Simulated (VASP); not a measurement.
CaCdF4: single point with r2SCAN

Crystal: CaCdF4.

```
Cd F Ca
1.0
     1.91200    1.10389    6.26643
    -1.91200    1.10389    6.26643
     0.00000   -2.20779    6.26643
Cd F Ca
1 4 1
Direct
  0.00000 0.00000 0.00000
  0.12448 0.12448 0.12448
  0.37464 0.37464 0.37464
  0.62536 0.62536 0.62536
  0.87552 0.87552 0.87552
  0.50000 0.50000 0.50000
```

* Program: VASP 6.6.1
* Task: single point
* Functional: r2SCAN
* Potentials or basis: VASP PAW PBE potentials, release 64 (Cd, F, Ca_sv)
* Cutoff: 520 eV
* k mesh: 8 × 8 × 8
* Occupations: gaussian, width 0.01 eV
* Spin: no spin polarisation
* Dipole correction: no
* Further INCAR settings: ALGO = Normal; EDIFF = 1e-07; NBANDS = 34

- Pressure: 0.8 GPa
- Largest force: 0.013 eV/Å
- Band gap on the k mesh: 5.14 eV (least direct gap 5.45 eV)

Forces in eV/Å, atoms in the order of the input:
```
Cd   0.000  0.000  0.000
F    0.000  0.000  0.011
F    0.000  0.000  0.013
F    0.000  0.000 -0.013
F    0.000  0.000 -0.011
Ca   0.000  0.000  0.000
```

Levels at points of the mesh, in eV from the valence-band top:
| k point | band 22 | band 23 | band 24 | band 25 | band 26 | band 27 | band 28 | band 29 |
| --- | --- | --- | --- | --- | --- | --- | --- | --- |
| (0.00, 0.00, 0.00) | -0.62 | -0.62 | -0.31 | -0.31 | 5.14 | 9.96 | 9.96 | 10.27 |
| (0.50, 0.00, 0.00) | -0.73 | -0.52 | -0.18 | -0.03 | 8.42 | 8.90 | 10.37 | 10.42 |
| (0.50, 0.50, 0.00) | -1.00 | -0.28 | -0.15 | 0.00 | 8.25 | 9.26 | 10.23 | 10.42 |
| (0.50, 0.50, 0.50) | -0.82 | -0.77 | -0.26 | -0.26 | 5.90 | 8.46 | 9.94 | 9.94 |

Run time: 12 min on 1 thread of Intel(R) Xeon(R) 6975P-C (Granite Rapids) (shared host), peak memory 0.49 GiB.

Caveat: the PAW data sets were made with another functional, which shifts forces and pressure a little. A k mesh can miss the band edges.
